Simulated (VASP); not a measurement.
# Ge (Imma) in VASP: notebook

Ge is run at these levels: PBEsol; tasks: single point.

All numbers are computed with VASP 6.6.1; they aren't measurements. Logs are shortened: lines on timing, memory, paths and dates and some standing lists are left out, and cuts for length are marked.

**1. The cell of the first run**

The structure is orthorhombic, space group Imma (No. 74). The conventional cell has a = 4.740 Å, b = 5.512 Å, c = 2.794 Å, α = 90.00°, β = 90.00°, γ = 90.00°. Within 3.3 Å of Ge (site symmetry mm2) lie 8 Ge at 2.47 to 3.16 Å.

**2. Single point, PBEsol (strain +0.0750 x Voigt [1, -1, 0, 0, 0, 0])**

Contents of INCAR:

```
  PREC = Accurate
  ENCUT = 520
  EDIFF = 1E-6
  ISMEAR = 0
  SIGMA = 0.15
  LREAL = False
  LASPH = True
  NELM = 60
  ALGO = Normal
  ISIF = 2
  LWAVE = False
  LCHARG = True
  GGA = PS
  LELF = True
  LVHAR = True
  NBANDS = 21
```

Contents of KPOINTS:

```
regular mesh
0
Gamma
  24 24 24
```

Contents of POSCAR:

```
Ge
1.0
   -2.7560457041      2.3699537046      1.3967991573
    2.7560457041     -2.3699537046      1.3967991573
    2.7560457041      2.3699537046     -1.3967991573
Ge
2
Direct
    0.1246462076      0.8746462076      0.2500000000
    0.8753537924      0.1253537924      0.7500000000
```

Potentials or basis: VASP PAW PBE potentials, release 64 (Ge_d).

Command:

```console
cat potpaw_PBE.64/Ge_d/POTCAR > POTCAR
mpirun -np 1 vasp_std > vasp.out
```

OUTCAR:

```text
PREC = Accurate
   ENCUT = 520
   EDIFF = 1E-6
   ISMEAR = 0
   LREAL = False
   LASPH = True
   NELM = 60
   ISIF = 2
   GGA = PS

 ion  position               nearest neighbor table
   1  0.125  0.875  0.250-   2 2.47   2 2.47   2 2.84   2 2.84
   2  0.875  0.125  0.750-   1 2.47   1 2.47   1 2.84   1 2.84

  LATTYP: Found a body centered orthorhombic cell.
 ALAT       =     2.7935983146
 B/A-ratio  =     1.6967032749
 C/A-ratio  =     1.9731152397

  Lattice vectors:

 A1 = (  -2.7560457041,   2.3699537046,  -1.3967991573)
 A2 = (  -2.7560457041,  -2.3699537046,   1.3967991573)
 A3 = (   2.7560457041,   2.3699537046,   1.3967991573)

Analysis of symmetry for initial positions (statically):
=====================================================================
 Subroutine PRICEL returns:
 Original cell was already a primitive cell.

 Routine SETGRP: Setting up the symmetry group for a
 body centered orthorhombic supercell.

 Subroutine GETGRP returns: Found  8 space group operations
 (whereof  4 operations were pure point group operations)
 out of a pool of  8 trial point group operations.

The static configuration has the point symmetry C_2h.
 The point group associated with its full space group is D_2h.

Analysis of symmetry for dynamics (positions and initial velocities):
=====================================================================
 Subroutine PRICEL returns:
 Original cell was already a primitive cell.

 Routine SETGRP: Setting up the symmetry group for a
 body centered orthorhombic supercell.

 Subroutine GETGRP returns: Found  8 space group operations
 (whereof  4 operations were pure point group operations)
 out of a pool of  8 trial point group operations.

The dynamic configuration has the point symmetry C_2h.
 The point group associated with its full space group is D_2h.

 Subroutine INISYM returns: Found  8 space group operations
 (whereof  4 operations are pure point group operations),
 and found     1 'primitive' translations

----------------------------------------------------------------------------------------

                                     Primitive cell

  volume of cell :      36.4939

  direct lattice vectors                    reciprocal lattice vectors
    -2.756045704  2.369953705  1.396799157     0.000000000  0.210974585  0.357961270
[... 76 lines left out ...]
 SYSTEM =  unknown system
   PREC   = accura    normal or accurate (medium, high low for compatibility)
   ISTART =      0    job   : 0-new  1-cont  2-samecut
   ICHARG =      2    charge: 1-file 2-atom 10-const
   ISPIN  =      1    spin polarized calculation?
   LNONCOLLINEAR =      F non collinear calculations
   LSORBIT =      F    spin-orbit coupling
   LASPH  =      T    aspherical Exc in radial PAW
   ENCUT  =  520.0 eV  38.22 Ry    6.18 a.u.   7.24  7.24  7.24*2*pi/ulx,y,z
   NELM   =     60;   NELMIN=  2; NELMDL= -5     # of ELM steps
   EDIFF  = 0.1E-05   stopping-criterion for ELM
   LREAL  =      F    real-space projection
   EDIFFG = 0.1E-04   stopping-criterion for IOM
   NSW    =      0    number of steps for IOM
   IBRION =     -1    ionic relax: 0-MD 1-quasi-New 2-CG
   NFREE  =      0    steps in history (QN), initial steepest desc. (CG)
   ISIF   =      2    stress and relaxation
   ISYM   =      2    0-nonsym 1-usesym 2-fastsym
   POTIM  = 0.5000    time-step for ionic-motion
   TEBEG  =    0.0;   TEEND  =   0.0 temperature during run
   PSTRESS=    0.0 pullay stress
   NELECT =      28.0000    total number of electrons
   NUPDOWN=      -1.0000    fix difference up-down
   EMIN   =  10.00;   EMAX   =-10.00  energy-range for DOS
   EFERMI =   0.00;   METHOD = LEGACY
   ISMEAR =     0;   SIGMA  =   0.15  broadening in eV -4-tet -1-fermi 0-gaus
   EFERMI_NEDOS =   21; number of points for ismear=-14 and -15
   IALGO  =     38    algorithm
   IMIX   =      4    mixing-type and parameters
     AMIX     =   0.40;   BMIX     =  1.00
     AMIX_MAG =   1.60;   BMIX_MAG =  1.00
  volume/ion in A,a.u.               =      18.25       123.14
  Fermi-wavevector in a.u.,A,eV,Ry     =   1.498721  2.832172 30.560921  2.246164
  Thomas-Fermi vector in A             =   2.610443
   LORBIT       =      0    0 simple, 1 ext, 2 COOP (PROOUT), +10 PAW based schemes
   GGA     = PS    functional components
   LHFCALC =     F    Hartree Fock is set to
   AEXX    =    0.0000 exact exchange contribution
   IVDW    =     0    specifies the selected vdW correction
   LEPSILON=     F    determine dielectric tensor
   LRPA    =     F    only Hartree local field effects (RPA)
 non-spin polarized calculation
 Gauss-broadening in eV      SIGMA  =   0.15
  energy-cutoff  :      520.00
  volume of cell :       36.49
 maximum number of plane-waves:      1001
 NGX is ok and might be reduce to    30
   NGX = 15   NGY = 15   NGZ = 15

 number of electron      28.0000001 magnetization

 Free energy of the ion-electron system (eV)
  ---------------------------------------------------
  ext. energy  EPLUGINS =         0.00000000
  ---------------------------------------------------
  free energy    TOTEN  =        -9.32587209 eV

  energy without entropy =       -9.31701588  energy(sigma->0) =       -9.32144398

 E-fermi :   6.8053     XC(G=0): -11.5306

 val. band max:        6.8045109282   @ k =  -0.4583   0.2083   0.0000
 cond. band min:       6.8061439000   @ k =  -0.3750  -0.2917   0.0833
 fundamental gap:      0.0016329718
 Fermi energy:         6.8053385360

 k-point     1 :       0.0000    0.0000    0.0000
  band No.  band energies     occupation
      1     -17.9451      2.00000
      2     -17.8413      2.00000
      3     -17.8407      2.00000
      4     -17.8201      2.00000
      5     -17.7231      2.00000
      6     -17.7064      2.00000
[... 565 lines left out ...]
     20      17.2276      0.00000
     21      19.3705      0.00000

 [... further k-points ...]
[... 5 lines left out ...]
  --------------------------------------------------------------------------------------
  -------------------------------------------------------------------------------------
  Total       -2.0703137      3.6372999      0.4423902      0.0000000      0.0000000      0.0000000
  in kB      -90.8921780    159.6869624     19.4220835      0.0000000      0.0000000      0.0000000
  external PRESSURE =      29.4056227 kB  Pullay stress =       0.0000000 kB

 VOLUME and BASIS-vectors are now :
 -----------------------------------------------------------------------------
  energy-cutoff  :      520.00
  volume of cell :       36.49
      direct lattice vectors                 reciprocal lattice vectors
    -2.756045704  2.369953705  1.396799157     0.000000000  0.210974585  0.357961270
     2.756045704 -2.369953705  1.396799157     0.181419343  0.000000000  0.357961270
     2.756045704  2.369953705 -1.396799157     0.181419343  0.210974585  0.000000000

 POSITION                                       TOTAL-FORCE (eV/Angst)
 -----------------------------------------------------------------------------------
      2.75605     -1.18498      1.04661         0.000000     -0.000000     -0.445127
      0.00000      3.55493      0.35019        -0.000000      0.000000      0.445127
 -----------------------------------------------------------------------------------
    total drift:                               -0.000000     -0.000000      0.000000

  FREE ENERGIE OF THE ION-ELECTRON SYSTEM (eV)
  ---------------------------------------------------
  free  energy   TOTEN  =        -9.3258720883 eV

  energy  without entropy=       -9.3170158765  energy(sigma->0) =       -9.32144398
```

OSZICAR:

```text
N       E                     dE             d eps       ncg     rms          rms(c)
DAV:   1     0.172007076746E+03    0.17201E+03   -0.14112E+04 94980   0.382E+03
DAV:   2     0.139519607208E+02   -0.15806E+03   -0.15318E+03 83074   0.589E+02
DAV:   3    -0.875370359080E+01   -0.22706E+02   -0.22520E+02 92958   0.132E+02
DAV:   4    -0.937684846872E+01   -0.62314E+00   -0.62261E+00 93678   0.255E+01
DAV:   5    -0.938592378457E+01   -0.90753E-02   -0.90751E-02 93426   0.332E+00    0.239E+00
DAV:   6    -0.934355314652E+01    0.42371E-01   -0.33330E-02113579   0.335E+00    0.130E+00
DAV:   7    -0.932629260638E+01    0.17261E-01   -0.23521E-02113347   0.239E+00    0.133E-01
DAV:   8    -0.932587294080E+01    0.41967E-03   -0.34028E-03104956   0.981E-01    0.447E-02
DAV:   9    -0.932587109343E+01    0.18474E-05   -0.95607E-05100948   0.115E-01    0.105E-02
DAV:  10    -0.932587208827E+01   -0.99484E-06   -0.57729E-06 95985   0.246E-02
   1 F= -.93258721E+01 E0= -.93214440E+01  d E =-.885621E-02
```

stdout:

```text
POSCAR found type information on POSCAR Ge
 POSCAR found :  1 types and       2 ions
 scaLAPACK will be used
 -----------------------------------------------------------------------------
|                                                                             |
|                                                                             |
|     You enforced a specific xc type in the INCAR file but a different       |
|     I HOPE YOU KNOW WHAT YOU ARE DOING!                                     |
|                                                                             |
 -----------------------------------------------------------------------------

 LDA part: xc-table for (Slater+PW92), standard interpolation
 POSCAR, INCAR and KPOINTS ok, starting setup
 FFT: planning ... GRIDC
 FFT: planning ... GRID_SOFT
 FFT: planning ... GRID
 WAVECAR not read
 entering main loop
```

It took 8.9 min on 1 thread of Intel Xeon 6975P-C (Granite Rapids), shared host; peak memory 1.1 GiB.

Results:

```
Free energy            : -9.3259 eV
Pressure               : 2.9 GPa
Largest force          : 0.445 eV/Å
Band gap on the k mesh : zero (band 14 reaches 9.97 eV, above the bottom of band 15 at 3.25 eV)
```

Forces in eV/Å, atoms in the order of the input:
```
Ge   0.000  0.000 -0.445
Ge   0.000  0.000  0.445
```

Caveat: the cell differs from its parent crystal (strain +0.0750 x Voigt [1, -1, 0, 0, 0, 0]); the PAW data sets were made with another functional, which shifts forces and pressure a little.

**3. Single point, PBEsol (strain +0.1125 x Voigt [1, -1, 0, 0, 0, 0])**

Contents of INCAR:

```
  ALGO = Normal
  EDIFF = 1E-7
  ENCUT = 520
  GGA = PS
  ISIF = 2
  ISMEAR = 0
  LASPH = True
  LCHARG = False
  LREAL = False
  LWAVE = False
  NBANDS = 21
  NELM = 60
  PREC = Accurate
  SIGMA = 0.15
```

Contents of KPOINTS:

```
k-points
0
Gamma
  24 24 24
```

Contents of POSCAR:

```
Ge
1.0
   -2.8521868333      2.2738745004      1.3967991573
    2.8521868333     -2.2738745004      1.3967991573
    2.8521868333      2.2738745004     -1.3967991573
Ge
2
Direct
    0.1246462076      0.8746462076      0.2500000000
    0.8753537924      0.1253537924      0.7500000000
```

Potentials or basis: VASP PAW PBE potentials, release 64 (Ge_d).

Command:

```console
cat potpaw_PBE.64/Ge_d/POTCAR > POTCAR
mpirun -np 1 vasp_std > vasp.out
```

Wall time 24 min (1 thread of Intel Xeon 6975P-C, shared host); peak memory 1.1 GiB.

Results (log left out):

```
Free energy            : -9.0394 eV
Pressure               : 7.3 GPa
Largest force          : 0.773 eV/Å
Band gap on the k mesh : zero (band 14 reaches 10.53 eV, above the bottom of band 15 at 3.40 eV)
```

Forces on the atoms (eV/Å):
```
Ge   0.000  0.000 -0.773
Ge   0.000  0.000  0.773
```

Stress tensor (GPa, compression positive):
```
-10.97   0.00   0.00
  0.00  28.74   0.00
  0.00   0.00   4.13
```

Levels at points of the mesh, in eV from the Fermi level:
```tsv
k point	band 11	band 12	band 13	band 14	band 15	band 16	band 17	band 18
(0.00, 0.00, 0.00)	-13.68	-3.73	-3.48	-0.54	3.64	3.68	7.38	7.79
(0.50, 0.00, 0.00)	-7.87	-6.97	-3.57	-3.35	-0.92	2.11	6.52	7.74
(0.00, 0.50, 0.00)	-8.94	-6.56	-1.95	-1.14	-0.45	1.45	2.98	4.07
(0.50, 0.50, 0.00)	-10.86	-10.86	-0.46	-0.46	3.87	3.87	7.43	7.43
(0.50, 0.50, 0.50)	-10.89	-6.69	-6.21	-5.85	5.87	5.90	9.15	14.07
```

Caveat: the cell differs from its parent crystal (strain +0.1125 x Voigt [1, -1, 0, 0, 0, 0]); the PAW data sets were made with another functional, which shifts forces and pressure a little.

**4. Single point, PBEsol (strain -0.1500 x Voigt [1, -1, 0, 0, 0, 0])**

Contents of INCAR:

```
PREC = Accurate ; ENCUT = 520
EDIFF = 1E-7 ; ISMEAR = 0
SIGMA = 0.15 ; LREAL = F
LASPH = T ; NELM = 60
ALGO = Normal ; ISIF = 2
LWAVE = F ; LCHARG = F
GGA = PS ; NBANDS = 21
```

Contents of KPOINTS:

```
regular mesh
0
Gamma
  24 24 24
```

Contents of POSCAR:

```
Ge
1.0
   -2.1791989288      2.9464289301      1.3967991573
    2.1791989288     -2.9464289301      1.3967991573
    2.1791989288      2.9464289301     -1.3967991573
Ge
2
Direct
    0.1246462076      0.8746462076      0.2500000000
    0.8753537924      0.1253537924      0.7500000000
```

Command:

```console
cat potpaw_PBE.64/Ge_d/POTCAR > POTCAR
mpirun -np 1 vasp_std > vasp.out
```

It took 9.7 min on 1 thread of Intel Xeon 6975P-C (Granite Rapids), shared host; peak memory 1.1 GiB.

It converged, with:

* Free energy: -8.6036 eV
* Pressure: 13.6 GPa
* Largest force: 1.261 eV/Å
* Band gap on the k mesh: zero (band 14 reaches 11.28 eV, above the bottom of band 15 at 3.78 eV)

Forces in eV/Å, atoms in the order of the input:
```
Ge   0.000  0.000  1.261
Ge   0.000  0.000 -1.261
```

Stress tensor (GPa, compression positive):
```
 44.78   0.00   0.00
  0.00 -11.43   0.00
  0.00   0.00   7.56
```

Levels at points of the mesh, in eV from the Fermi level:
```
           k point  band 10  band 11  band 12  band 13  band 14  band 15  band 16  band 17  band 18  band 19
(0.00, 0.00, 0.00)   -24.42   -13.91    -4.09    -3.09     0.15     2.52     3.94     6.70     7.38     7.79
(0.50, 0.00, 0.00)   -24.42    -9.35    -6.74    -2.15    -0.54     0.12     0.86     3.22     3.68     8.13
(0.00, 0.50, 0.00)   -24.44    -7.95    -7.29    -3.81    -3.74    -0.80     1.99     7.70     8.63     9.03
(0.50, 0.50, 0.00)   -24.46   -11.05   -11.05    -0.84    -0.84     4.76     4.76     7.45     7.45    11.26
(0.50, 0.50, 0.50)   -24.48   -11.55    -6.33    -5.89    -5.83     5.66     5.74     8.81    13.50    13.74
```

Caveat: the cell differs from its parent crystal (strain -0.1500 x Voigt [1, -1, 0, 0, 0, 0]); the PAW data sets were made with another functional, which shifts forces and pressure a little.

**5. Overview**

```tsv
cell	gap on the mesh (eV)	pressure (GPa)	largest force (eV/Å)
a = 3.894 Å, angles 89.9, 105.0, 138.0°, 2 atoms	none	2.9	0.45
a = 3.906 Å, angles 86.2, 108.8, 138.1°, 2 atoms	none	7.3	0.77
a = 3.922 Å, angles 112.5, 82.6, 138.3°, 2 atoms	none	13.6	1.26
```

Alike in all rows: task single point; level PBEsol; potentials or basis VASP PAW PBE potentials, release 64 (Ge_d); no spin polarisation; k mesh 24 × 24 × 24; cutoff (eV) 520; smearing gaussian 0.15 eV.

Caveats: the PAW data sets were made with another functional, which shifts forces and pressure a little.

Total energies depend on the potentials used, so only differences within one code and one set of settings carry meaning.
